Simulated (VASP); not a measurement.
# O (P6_3/mmc) in VASP: further runs

The runs below take O through electric field gradients, density of states, with PBE.

Everything below comes from runs of VASP 6.6.1. Logs are shortened: lines on timing, memory, paths and dates and some standing lists are left out, and cuts for length are marked.

## (1) The cell of the first run

Symmetry: P6_3/mmc, No. 194, hexagonal system. Conventional cell: a = 2.561 Å, b = 2.561 Å, c = 6.575 Å, α = 90.00°, β = 90.00°, γ = 120.00°. Within 1.6 Å of O (site symmetry 3m) lie 1 O at 1.17 Å.

## (2) Electric field gradients, PBE

INCAR

```
SYSTEM = O
PREC     = Accurate       ! precision mode
ENCUT    = 520            ! plane-wave cutoff, eV
EDIFF    = 1E-8           ! SCF threshold, eV
ISMEAR   = -1             ! smearing method
SIGMA    = 0.03           ! smearing width, eV
LREAL    = .False.        ! projectors in reciprocal space
LASPH    = .True.         ! aspherical terms in the spheres
NELM     = 60             ! most SCF steps
ALGO     = Normal         ! electronic algorithm
ISIF     = 2              ! what is computed and relaxed
LWAVE    = .False.        ! write WAVECAR
LCHARG   = .False.        ! write CHGCAR
GGA      = PE             ! functional
LEFG     = .True.       
NBANDS   = 20             ! bands
```

KPOINTS

```
Automatic mesh
0
Gamma
  13 13 5
  0 0 0
```

POSCAR

```
O
1.0
    2.5609995414      0.0000000000      0.0000000000
   -1.2804997707      2.2178906619      0.0000000000
    0.0000000000      0.0000000000      6.5750000000
O
4
Direct
    0.3333333333      0.6666666667      0.1610000000
    0.6666666667      0.3333333333      0.6610000000
    0.3333333333      0.6666666667      0.3390000000
    0.6666666667      0.3333333333      0.8390000000
```

Potentials or basis: VASP PAW PBE potentials, release 64 (O).

The run is started by

```bash
$ cat potpaw_PBE.64/O/POTCAR > POTCAR
$ mpirun -np 1 vasp_std > vasp.out
```

OUTCAR:

```text
SYSTEM = O
   PREC = Accurate
   ENCUT = 520
   EDIFF = 1E-8
   ISMEAR = -1
   LREAL = .False.
   LASPH = .True.
   NELM = 60
   ISIF = 2
   GGA = PE

 ion  position               nearest neighbor table
   1  0.333  0.667  0.161-   3 1.17
   2  0.667  0.333  0.661-   4 1.17
   3  0.333  0.667  0.339-   1 1.17
   4  0.667  0.333  0.839-   2 1.17

  LATTYP: Found a hexagonal cell.
 ALAT       =     2.5609995414
 C/A-ratio  =     2.5673569611

  Lattice vectors:

 A1 = (   2.5609995414,   0.0000000000,   0.0000000000)
 A2 = (  -1.2804997707,   2.2178906619,   0.0000000000)
 A3 = (   0.0000000000,   0.0000000000,   6.5750000000)

Analysis of symmetry for initial positions (statically):
=====================================================================
 Subroutine PRICEL returns:
 Original cell was already a primitive cell.

 Routine SETGRP: Setting up the symmetry group for a
 hexagonal supercell.

 Subroutine GETGRP returns: Found 24 space group operations
 (whereof 12 operations were pure point group operations)
 out of a pool of 24 trial point group operations.

The static configuration has the point symmetry D_3d.
 The point group associated with its full space group is D_6h.

Analysis of symmetry for dynamics (positions and initial velocities):
=====================================================================
 Subroutine PRICEL returns:
 Original cell was already a primitive cell.

 Routine SETGRP: Setting up the symmetry group for a
 hexagonal supercell.

 Subroutine GETGRP returns: Found 24 space group operations
 (whereof 12 operations were pure point group operations)
 out of a pool of 24 trial point group operations.

The dynamic configuration has the point symmetry D_3d.
 The point group associated with its full space group is D_6h.

 Subroutine INISYM returns: Found 24 space group operations
 (whereof 12 operations are pure point group operations),
 and found     1 'primitive' translations

----------------------------------------------------------------------------------------

[... 132 lines left out ...]
   NGX =  9   NGY =  9   NGZ = 25

 number of electron      23.9999997 magnetization

 Free energy of the ion-electron system (eV)
  ---------------------------------------------------
  ext. energy  EPLUGINS =         0.00000000
  ---------------------------------------------------
  free energy    TOTEN  =       -18.59613547 eV

  energy without entropy =      -18.58757768  energy(sigma->0) =      -18.59185657

 E-fermi :   2.3821     XC(G=0): -10.5510

 val. band max:        2.3731144501   @ k =   0.2308  -0.0000   0.2000
 cond. band min:       2.3959821995   @ k =   0.2308  -0.0000   0.0000
 fundamental gap:      0.0228677494
 Fermi energy:         2.3820679522

 k-point     1 :       0.0000    0.0000    0.0000
  band No.  band energies     occupation
      1     -26.6352      2.00000
      2     -26.4955      2.00000
      3     -13.6551      2.00000
      4     -11.7840      2.00000
      5      -7.7556      2.00000
      6      -4.7722      2.00000
[... 541 lines left out ...]
     19      18.1379      0.00000
     20      18.3324      0.00000

 [... further k-points ...]
[... 5 lines left out ...]
  --------------------------------------------------------------------------------------
  -------------------------------------------------------------------------------------
  Total       -0.0688978     -0.0688978     16.0426744      0.0000000     -0.0000000      0.0000000
  in kB       -2.9557694     -2.9557694    688.2432519      0.0000000     -0.0000000      0.0000000
  external PRESSURE =     227.4439044 kB  Pullay stress =       0.0000000 kB

 VOLUME and BASIS-vectors are now :
 -----------------------------------------------------------------------------
  energy-cutoff  :      520.00
  volume of cell :       37.35
      direct lattice vectors                 reciprocal lattice vectors
     2.560999541  0.000000000  0.000000000     0.390472542  0.225439427  0.000000000
    -1.280499771  2.217890662  0.000000000     0.000000000  0.450878854  0.000000000
     0.000000000  0.000000000  6.575000000     0.000000000  0.000000000  0.152091255

 POSITION                                       TOTAL-FORCE (eV/Angst)
 -----------------------------------------------------------------------------------
     -0.00000      1.47859      1.05858         0.000000     -0.000000     -4.909074
      1.28050      0.73930      4.34608        -0.000000     -0.000000     -4.909074
     -0.00000      1.47859      2.22892        -0.000000      0.000000      4.909074
      1.28050      0.73930      5.51642        -0.000000      0.000000      4.909074
 -----------------------------------------------------------------------------------
    total drift:                               -0.000000      0.000000     -0.000000

  FREE ENERGIE OF THE ION-ELECTRON SYSTEM (eV)
  ---------------------------------------------------
  free  energy   TOTEN  =       -18.5961354660 eV

  energy  without entropy=      -18.5875776793  energy(sigma->0) =      -18.59185657

 Electric field gradients (V/A^2)
---------------------------------------------------------------------
 ion       V_xx      V_yy      V_zz      V_xy      V_xz      V_yz
---------------------------------------------------------------------
   1     -56.870   -56.872   113.743    -0.002     0.000    -0.000
   2     -56.870   -56.872   113.743    -0.002    -0.000     0.000
   3     -56.870   -56.872   113.743    -0.002    -0.000     0.000
   4     -56.870   -56.872   113.743    -0.002     0.000    -0.000
---------------------------------------------------------------------

 Electric field gradients after diagonalization (V/A^2)
 (convention: |V_zz| > |V_xx| > |V_yy|)
----------------------------------------------------------------------
 ion       V_xx      V_yy      V_zz     asymmetry (V_yy - V_xx)/ V_zz
----------------------------------------------------------------------
   1     -56.874   -56.869   113.743       0.000
   2     -56.874   -56.869   113.743       0.000
   3     -56.874   -56.869   113.743       0.000
   4     -56.874   -56.869   113.743       0.000
----------------------------------------------------------------------

           NMR quadrupolar parameters

 Cq : quadrupolar parameter    Cq=e*Q*V_zz/h
 eta: asymmetry parameters     (V_yy - V_xx)/ V_zz
 Q  : nuclear electric quadrupole moment in mb (millibarn)
----------------------------------------------------------------------
 ion       Cq(MHz)       eta       Q (mb)
----------------------------------------------------------------------
   1       0.275       0.000       1.000
   2       0.275       0.000       1.000
   3       0.275       0.000       1.000
   4       0.275       0.000       1.000
----------------------------------------------------------------------
```

OSZICAR:

```text
N       E                     dE             d eps       ncg     rms          rms(c)
DAV:   1     0.118654104772E+03    0.11865E+03   -0.14647E+04  2536   0.118E+03
DAV:   2    -0.143177292459E+02   -0.13297E+03   -0.12956E+03  3152   0.277E+02
DAV:   3    -0.192722132513E+02   -0.49545E+01   -0.49155E+01  3312   0.513E+01
DAV:   4    -0.192940084050E+02   -0.21795E-01   -0.21788E-01  2916   0.372E+00
DAV:   5    -0.192941107444E+02   -0.10234E-03   -0.10234E-03  3028   0.232E-01    0.670E+00
DAV:   6    -0.187171223723E+02    0.57699E+00   -0.48017E-01  2860   0.610E+00    0.352E+00
DAV:   7    -0.185916464099E+02    0.12548E+00   -0.47411E-01  3056   0.586E+00    0.701E-01
DAV:   8    -0.185964537389E+02   -0.48073E-02   -0.46823E-02  2708   0.166E+00    0.128E-01
DAV:   9    -0.185961482066E+02    0.30553E-03   -0.15041E-03  2908   0.322E-01    0.630E-02
DAV:  10    -0.185961391491E+02    0.90574E-05   -0.13802E-04  2916   0.115E-01    0.970E-03
DAV:  11    -0.185961367090E+02    0.24402E-05   -0.17318E-05  2980   0.342E-02    0.744E-03
DAV:  12    -0.185961350286E+02    0.16804E-05   -0.26952E-06  3036   0.133E-02    0.136E-03
DAV:  13    -0.185961354162E+02   -0.38759E-06   -0.22877E-07  2900   0.386E-03    0.435E-04
DAV:  14    -0.185961354693E+02   -0.53176E-07   -0.56644E-09  1904   0.598E-04    0.935E-05
DAV:  15    -0.185961354660E+02    0.33367E-08   -0.50597E-10  1360   0.213E-04
   1 F= -.18596135E+02 E0= -.18591857E+02  d E =-.855779E-02
```

stdout:

```text
POSCAR found type information on POSCAR O
 POSCAR found :  1 types and       4 ions
 scaLAPACK will be used
 LDA part: xc-table for (Slater+PW92), standard interpolation
 POSCAR, INCAR and KPOINTS ok, starting setup
 FFT: planning ... GRIDC
 FFT: planning ... GRID_SOFT
 FFT: planning ... GRID
 WAVECAR not read
 entering main loop
ion   1

ion   2

ion   3

ion   4
```

Wall time 36 s (1 thread of Intel Xeon Platinum 8375C at 2.90GHz (Ice Lake), shared host); peak memory 0.16 GiB.

Results:

```yaml
Free_energy: -18.5961 eV
Pressure: 22.7 GPa
Largest_force: 4.909 eV/Å
Band_gap_on_the_k_mesh: zero (band 12 reaches 3.49 eV, above the bottom of band 13 at 1.55 eV)
```

Forces in eV/Å, atoms in the order of the input:
```
O    0.000  0.000 -4.909
O    0.000  0.000 -4.909
O    0.000  0.000  4.909
O    0.000  0.000  4.909
```

Stress tensor (GPa, compression positive):
```
-0.30  0.00  0.00
 0.00 -0.30  0.00
 0.00  0.00 68.82
```

Levels at points of the mesh, in eV from the Fermi level:
```
           k point  band 10  band 11  band 12  band 13  band 14  band 15
(0.00, 0.00, 0.00)    -6.16     1.02     1.02     1.29     1.29     8.50
```

Electric field gradients, principal values (V/Å²):
```csv
atom,least,middle,greatest (by size)
1 O,-56.869,-56.874,113.743
2 O,-56.869,-56.874,113.743
3 O,-56.869,-56.874,113.743
4 O,-56.869,-56.874,113.743
```

Caveat: the standard files for N, O and F lose accuracy on very short bonds; spin is off for a triplet molecule; without QUAD_EFG the Cq values of the log hold for a quadrupole moment of 1 mb, not for the nuclei; forces of over 1 eV/Å act on the atoms, so gaps and moduli don't describe the material at rest.

## (3) Electric field gradients, PBE

INCAR

```
PREC = Accurate
ENCUT = 520
EDIFF = 1E-8
ISMEAR = -1
SIGMA = 0.03
LREAL = F
LASPH = T
NELM = 80
ALGO = Normal
ISIF = 2
LWAVE = F
LCHARG = F
GGA = PE
LEFG = T
NBANDS = 20
```

KPOINTS

```
regular mesh
0
Gamma
  13 13 5
```

POSCAR is that of step 2.

Potentials or basis: VASP PAW PBE potentials, release 64 (O).

The run is started by

```bash
$ cat potpaw_PBE.64/O/POTCAR > POTCAR
$ mpirun -np 1 vasp_std > vasp.out
```

OUTCAR:

```text
PREC = Accurate
   ENCUT = 520
   EDIFF = 1E-8
   ISMEAR = -1
   LREAL = F
   LASPH = T
   NELM = 80
   ISIF = 2
   GGA = PE

 ion  position               nearest neighbor table
   1  0.333  0.667  0.161-   3 1.17
   2  0.667  0.333  0.661-   4 1.17
   3  0.333  0.667  0.339-   1 1.17
   4  0.667  0.333  0.839-   2 1.17

  LATTYP: Found a hexagonal cell.
 ALAT       =     2.5609995414
 C/A-ratio  =     2.5673569611

  Lattice vectors:
[... 779 lines left out ...]

 Electric field gradients (V/A^2)
---------------------------------------------------------------------
 ion       V_xx      V_yy      V_zz      V_xy      V_xz      V_yz
---------------------------------------------------------------------
   1     -56.870   -56.872   113.743    -0.002     0.000    -0.000
   2     -56.870   -56.872   113.743    -0.002    -0.000     0.000
   3     -56.870   -56.872   113.743    -0.002    -0.000     0.000
   4     -56.870   -56.872   113.743    -0.002     0.000    -0.000
---------------------------------------------------------------------

 Electric field gradients after diagonalization (V/A^2)
 (convention: |V_zz| > |V_xx| > |V_yy|)
----------------------------------------------------------------------
 ion       V_xx      V_yy      V_zz     asymmetry (V_yy - V_xx)/ V_zz
----------------------------------------------------------------------
   1     -56.874   -56.869   113.743       0.000
   2     -56.874   -56.869   113.743       0.000
   3     -56.874   -56.869   113.743       0.000
   4     -56.874   -56.869   113.743       0.000
----------------------------------------------------------------------

           NMR quadrupolar parameters

 Cq : quadrupolar parameter    Cq=e*Q*V_zz/h
 eta: asymmetry parameters     (V_yy - V_xx)/ V_zz
 Q  : nuclear electric quadrupole moment in mb (millibarn)
----------------------------------------------------------------------
 ion       Cq(MHz)       eta       Q (mb)
----------------------------------------------------------------------
   1       0.275       0.000       1.000
   2       0.275       0.000       1.000
   3       0.275       0.000       1.000
   4       0.275       0.000       1.000
----------------------------------------------------------------------
```

OSZICAR:

```text
N       E                     dE             d eps       ncg     rms          rms(c)
DAV:   1     0.118654104772E+03    0.11865E+03   -0.14647E+04  2536   0.118E+03
DAV:   2    -0.143177292459E+02   -0.13297E+03   -0.12956E+03  3152   0.277E+02
DAV:   3    -0.192722132513E+02   -0.49545E+01   -0.49155E+01  3312   0.513E+01
DAV:   4    -0.192940084050E+02   -0.21795E-01   -0.21788E-01  2916   0.372E+00
DAV:   5    -0.192941107444E+02   -0.10234E-03   -0.10234E-03  3028   0.232E-01    0.670E+00
DAV:   6    -0.187171223723E+02    0.57699E+00   -0.48017E-01  2860   0.610E+00    0.352E+00
DAV:   7    -0.185916464099E+02    0.12548E+00   -0.47411E-01  3056   0.586E+00    0.701E-01
DAV:   8    -0.185964537389E+02   -0.48073E-02   -0.46823E-02  2708   0.166E+00    0.128E-01
DAV:   9    -0.185961482066E+02    0.30553E-03   -0.15041E-03  2908   0.322E-01    0.630E-02
DAV:  10    -0.185961391491E+02    0.90574E-05   -0.13802E-04  2916   0.115E-01    0.970E-03
DAV:  11    -0.185961367090E+02    0.24402E-05   -0.17318E-05  2980   0.342E-02    0.744E-03
DAV:  12    -0.185961350286E+02    0.16804E-05   -0.26952E-06  3036   0.133E-02    0.136E-03
DAV:  13    -0.185961354162E+02   -0.38759E-06   -0.22877E-07  2900   0.386E-03    0.435E-04
DAV:  14    -0.185961354693E+02   -0.53176E-07   -0.56644E-09  1904   0.598E-04    0.935E-05
DAV:  15    -0.185961354660E+02    0.33367E-08   -0.50597E-10  1360   0.213E-04
   1 F= -.18596135E+02 E0= -.18591857E+02  d E =-.855779E-02
```

stdout:

```text
POSCAR found type information on POSCAR O
 POSCAR found :  1 types and       4 ions
 scaLAPACK will be used
 LDA part: xc-table for (Slater+PW92), standard interpolation
 POSCAR, INCAR and KPOINTS ok, starting setup
 FFT: planning ... GRIDC
 FFT: planning ... GRID_SOFT
 FFT: planning ... GRID
 WAVECAR not read
 entering main loop
ion   1

ion   2

ion   3

ion   4
```

It took 36 s on 1 thread of Intel Xeon Platinum 8375C at 2.90GHz (Ice Lake), shared host; peak memory 0.16 GiB.

What came out:

```yaml
Free_energy: -18.5961 eV
Pressure: 22.7 GPa
Largest_force: 4.909 eV/Å
Band_gap_on_the_k_mesh: zero (band 12 reaches 3.49 eV, above the bottom of band 13 at 1.55 eV)
```

Forces on the atoms (eV/Å):
```
O    0.000  0.000 -4.909
O    0.000  0.000 -4.909
O    0.000  0.000  4.909
O    0.000  0.000  4.909
```

Stress tensor (GPa, compression positive):
```
-0.30  0.00  0.00
 0.00 -0.30  0.00
 0.00  0.00 68.82
```

Electric field gradients, principal values (V/Å²):
```
atom    least   middle  greatest (by size)
 1 O  -56.869  -56.874             113.743
 2 O  -56.869  -56.874             113.743
 3 O  -56.869  -56.874             113.743
 4 O  -56.869  -56.874             113.743
```

Caveat: the standard files for N, O and F lose accuracy on very short bonds; spin is off for a triplet molecule; without QUAD_EFG the Cq values of the log hold for a quadrupole moment of 1 mb, not for the nuclei; forces of over 1 eV/Å act on the atoms, so gaps and moduli don't describe the material at rest.

## (4) Density of states, PBE

POSCAR is that of step 3.

INCAR.step1

```
  ALGO = Normal
  EDIFF = 1E-7
  ENCUT = 520
  GGA = PE
  ISIF = 2
  ISMEAR = -1
  LASPH = T
  LCHARG = T
  LREAL = F
  LWAVE = F
  NBANDS = 20
  NELM = 100
  PREC = Accurate
  SIGMA = 0.03
```

KPOINTS.step1

```
k-points
0
Gamma
  13 13 5
```

INCAR.step2

```
  ALGO = Normal
  EDIFF = 1E-7
  ENCUT = 520
  GGA = PE
  ICHARG = 11
  ISIF = 2
  ISMEAR = -5
  LASPH = T
  LCHARG = F
  LORBIT = 10
  LREAL = F
  LWAVE = F
  NEDOS = 1001
  NELM = 100
  PREC = Accurate
  SIGMA = 0.03
```

KPOINTS.step2

```
k-points
0
Gamma
  20 20 8
```

The run is started by

```bash
$ cat potpaw_PBE.64/O/POTCAR > POTCAR
$ cp INCAR.step1 INCAR
$ cp KPOINTS.step1 KPOINTS
$ mpirun -np 1 vasp_std > vasp.out
$ cp INCAR.step2 INCAR
$ cp KPOINTS.step2 KPOINTS
$ mpirun -np 1 vasp_std > vasp.out
```

It took 86 s on 1 thread of Intel Xeon Platinum 8375C at 2.90GHz (Ice Lake), shared host; peak memory 0.21 GiB.

It converged, with:

| Property | Result |
| --- | --- |
| Valence electrons inside the program's atomic spheres | O 4.99 |

Levels at points of the mesh, in eV from the Fermi level:
| k point | band 9 | band 10 | band 11 | band 12 | band 13 | band 14 | band 15 | band 16 |
| --- | --- | --- | --- | --- | --- | --- | --- | --- |
| (0.00, 0.00, 0.00) | -6.15 | -6.15 | 1.02 | 1.02 | 1.30 | 1.30 | 8.51 | 10.17 |
| (0.50, 0.00, 0.00) | -7.07 | -6.83 | -2.28 | -1.49 | 0.25 | 0.90 | 10.86 | 11.74 |
| (0.00, 0.00, 0.50) | -6.21 | -6.21 | 1.16 | 1.16 | 1.16 | 1.16 | 9.61 | 9.61 |
| (0.50, 0.00, 0.50) | -6.96 | -6.96 | -1.75 | -1.75 | 0.57 | 0.57 | 10.91 | 10.91 |

Caveat: the standard files for N, O and F lose accuracy on very short bonds; spin is off for a triplet molecule; tetrahedron occupations give inexact forces and stress in metals.
